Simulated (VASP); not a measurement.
Input of a VASP 6.6.1 run:

The input INCAR:

```
PREC     = Accurate       # precision mode
ENCUT    = 520            # plane-wave cutoff, eV
EDIFF    = 1E-7           # SCF threshold, eV
ISMEAR   = 0              # smearing method
SIGMA    = 0.05           # smearing width, eV
LREAL    = False          # projectors in reciprocal space
LASPH    = True           # aspherical terms in the spheres
NELM     = 150            # most SCF steps
ALGO     = Normal         # electronic algorithm
ISIF     = 2              # what is computed and relaxed
LWAVE    = False          # write WAVECAR
LCHARG   = True           # write CHGCAR
MAGMOM   = 0 0 0 0 0 0    # initial moments
LORBIT   = 11             # projections on sites
LSORBIT  = True           # spin-orbit coupling
GGA_COMPAT= False        
LORBMOM  = True         
LMAXMIX  = 6              # l up to which the mixer works
GGA      = PE             # functional
LVHAR    = True         
NBANDS   = 44             # bands
```

KPOINTS

```
regular mesh
0
Gamma
  10 10 10
```

POSCAR

```
YbOs
1.0
    3.3545099948      0.0000000000      0.0000000000
    0.0000000000      3.3545099948      0.0000000000
    0.0000000000      0.0000000000      3.3545099948
Yb Os
1 1
Direct
    0.0000000000      0.0000000000      0.0000000000
    0.5000000000      0.5000000000      0.5000000000
```

Potentials or basis: VASP PAW PBE potentials, release 64 (Yb, Os).

Run with:

```console
$ cat potpaw_PBE.64/Yb/POTCAR potpaw_PBE.64/Os/POTCAR > POTCAR
$ mpirun -np 1 vasp_ncl > vasp.out
```

Problem. Estimate the net moment.

Solution. 0.00 μB per cell.

Problem. Estimate the pressure.

Solution. 0.6 GPa.

Moments on the atoms (μB; x, y, z):
```
Yb  0.00 0.00 0.00
Os  0.00 0.00 0.00
```

The state reached can hang on the start; a lower one may exist.
